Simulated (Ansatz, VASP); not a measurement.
Two plane-wave programs on ZnAu

File INCAR:

```
PREC = Accurate
ENCUT = 520
EDIFF = 1E-6
ISMEAR = 0
SIGMA = 0.1
LREAL = False
LASPH = True
NELM = 100
ALGO = Fast
ISIF = 2
LWAVE = False
LCHARG = False
GGA = PS
NBANDS = 18
```

File KPOINTS:

```
regular mesh
0
Gamma
  12 12 12
```

Contents of POSCAR:

```
ZnAu
1.0
    3.1470000000      0.0000000000      0.0000000000
    0.0000000000      3.1470000000      0.0000000000
    0.0000000000      0.0000000000      3.1470000000
Zn Au
1 1
Direct
    0.5000000000      0.5000000000      0.5000000000
   -0.0545948522      0.1046170956     -0.0165618049
```

Input for Ansatz:

```yaml
crystal:
  lattice:
    - [3.147, 0.0, 0.0]
    - [0.0, 3.147, 0.0]
    - [0.0, 0.0, 3.147]
  atoms:
    - { symbol: Zn, position: [0.5, 0.5, 0.5] }
    - { symbol: Au, position: [-0.0545948522, 0.1046170956, -0.0165618049] }
basis:
  ecutwfc: 420
kpoints:
  mp_grid: { grid: [12, 12, 12] }
hamiltonian:
  xc: pbesol
scf:
  occupations: { method: gaussian, width: 0.1 }
output:
  forces: true
  stress: true
  eigenvalues: true
```

Change from the starting cell: one atom moved.

Alike in both runs: task single point; functional PBEsol; k mesh 12 × 12 × 12; occupations gaussian, width 0.1 eV; no spin polarisation.

|  | VASP | Ansatz |
| --- | --- | --- |
| version | VASP 6.6.1 | Ansatz 0.2.0 |
| potentials or method | VASP PAW PBE potentials, release 64 (Zn, Au), cutoff 520 eV | scalar-relativistic, plane waves, PAW |
| valence electrons in the cell | 23 | 31 |

VASP gave:

- gap on the k mesh at the Fermi level (eV): none
- pressure (GPa): 5.4
- traceless stress, the component that is largest in VASP (GPa): -5.60
- rms of the force components (eV/Å): 0.995

**Question.** Which values does Ansatz return?

**Answer.** gap on the k mesh at the Fermi level (eV): none; pressure (GPa): 5.1; traceless stress, the component that is largest in VASP (GPa): -5.51; rms of the force components (eV/Å): 0.976.

VASP's potentials were made for PBE, not for PBEsol. Atom by atom the forces differ by 0.019 eV/Å (rms over components). A gap of «none» marks a metal or a gap that the smearing closes. VASP's potentials hold 23 valence electrons a cell and Ansatz's 31, so a difference there can come from the potentials and not from the codes.

Neither program's run includes spin-orbit coupling.
